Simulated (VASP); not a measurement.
Set up this calculation in VASP 6.6.1, as the native input.

```yaml
Task: single point
Functional: PBE
Potentials_or_basis: VASP PAW PBE potentials, release 64 (Re)
Cutoff: 520 eV
k_mesh: 14 × 14 × 14
Occupations: fermi-dirac, width 0.1 eV
Spin: no spin polarisation
Dipole_correction: no
Further_INCAR_settings: ALGO = Normal; EDIFF = 1e-07; NBANDS = 10
```

The structure of Re lies in POSCAR:

```
Re
1.0
    2.5456177499      0.0000000000      0.0000000000
    0.0000000000      2.5456177499      0.0000000000
    0.0000000000      0.0000000000      2.5456177499
Re
1
Direct
    0.0000000000      0.0000000000      0.0000000000
```

This cell differs from its parent crystal: volume scaled by 0.96.

These files were run (other wordings do the same):

INCAR

```
ALGO     = Normal         # electronic algorithm
EDIFF    = 1E-7           # SCF threshold, eV
ENCUT    = 520            # plane-wave cutoff, eV
GGA      = PE             # functional
ISIF     = 2              # what is computed and relaxed
ISMEAR   = -1             # smearing method
LASPH    = T              # aspherical terms in the spheres
LCHARG   = F              # write CHGCAR
LREAL    = F              # projectors in reciprocal space
LWAVE    = F              # write WAVECAR
NBANDS   = 10             # bands
NELM     = 80             # most SCF steps
PREC     = Accurate       # precision mode
SIGMA    = 0.1            # smearing width, eV
```

KPOINTS

```
k-points
0
Gamma
  14 14 14
```

Potentials or basis: VASP PAW PBE potentials, release 64 (Re).

The run is started by

```bash
$ cat potpaw_PBE.64/Re/POTCAR > POTCAR
$ mpirun -np 1 vasp_std > vasp.out
```

It gave:

```json
{
  "Pressure": "9.8 GPa"
}
```

It took 16 s on 1 thread of Intel(R) Xeon(R) Platinum 8259CL CPU @ 2.50GHz (Skylake/Cascade Lake) (shared host), peak memory 0.14 GiB.
